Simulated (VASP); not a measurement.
Wanted: the native input for a VASP 6.6.1 run.

- Task: single point
- Functional: PBE
- Potentials or basis: VASP PAW PBE potentials, release 64 (Nb_sv, As)
- Cutoff: 520 eV
- k mesh: 10 × 10 × 10
- Occupations: gaussian, width 0.05 eV
- Spin: no spin polarisation
- Dipole correction: no
- Further INCAR settings: ALGO = Normal; EDIFF = 1e-06; NBANDS = 26

The structure of NbAs lies in POSCAR:

```
NbAs
1.0
    0.0000000000     -3.4517000000      0.0000000000
    3.4517000000      0.0000000000      0.0000000000
   -1.7258500000      1.7258500000      5.8400000000
Nb As
2 2
Direct
    0.0000000000      0.0000000000      0.0000000000
    0.7500000000      0.2500000000      0.5000000000
    0.4160000000      0.4160000000      0.8320000000
    0.1660000000      0.6804856158      0.3320000000
```

The input as run:

INCAR

```
PREC = Accurate
ENCUT = 520
EDIFF = 1E-6
ISMEAR = 0
SIGMA = 0.05
LREAL = F
LASPH = T
NELM = 60
ALGO = Normal
ISIF = 2
LWAVE = F
LCHARG = F
GGA = PE
NBANDS = 26
```

KPOINTS

```
Automatic mesh
0
Gamma
  10 10 10
```

Potentials or basis: VASP PAW PBE potentials, release 64 (Nb_sv, As).

Run with:

```sh
$ cat potpaw_PBE.64/Nb_sv/POTCAR potpaw_PBE.64/As/POTCAR > POTCAR
$ mpirun -np 1 vasp_std > vasp.out
```

It gave:

The pressure is 3.4 GPa, the largest force is 0.710 eV/Å and the band gap on the k mesh is zero (bands 18 and 19 overlap by 0.05 eV).

Caveat: the cell stands under pressure.

It took 3.8 min on 1 thread of Intel(R) Xeon(R) 6975P-C (Granite Rapids), with other jobs on the host, peak memory 0.53 GiB.
